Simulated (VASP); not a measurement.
KCl:

```xyz
2
Lattice="3.8392 0.0000 0.0000 0.0000 3.8392 0.0000 0.0000 0.0000 3.8392" Properties=species:S:1:pos:R:3 pbc="T T T"
K     0.0000    0.0000    0.0000
Cl    1.9196    1.9196    1.9196
```

```yaml
Program: VASP 6.6.1
Task: relaxation of cell and atoms
Functional: r2SCAN
Potentials_or_basis: VASP PAW PBE potentials, release 64 (K_sv, Cl)
Cutoff: 600 eV
k_mesh: 6 × 6 × 6
Occupations: gaussian, width 0.02 eV
Spin: no spin polarisation
```

At the start: pressure -1.1 GPa; volume 28.29 Å³/atom.

**Question.** Where does the relaxation end?

**Answer.** Over 4 steps the energy falls by 5.1 meV/atom and the volume is 26.84 Å³/atom (-5.1 %); space group Pm-3m (No. 221, to 0.1 Å) before and after.

Step by step:
```csv
step,energy change (eV),largest force (eV/Å),pressure (GPa),volume (Å³)
1,0.0000,0.0000,-1.06,56.59
2,-0.0078,0.0000,-0.55,55.06
3,-0.0102,0.0000,-0.06,53.83
4,-0.0102,0.0000,0.01,53.68
```

Final structure:
```
K Cl
1.0
     3.77222    0.00000    0.00000
     0.00000    3.77222    0.00000
     0.00000    0.00000    3.77222
K Cl
1 1
Direct
  0.00000 0.00000 0.00000
  0.50000 0.50000 0.50000
```

Caveat: the PAW data sets were made with another functional, which shifts forces and pressure a little.
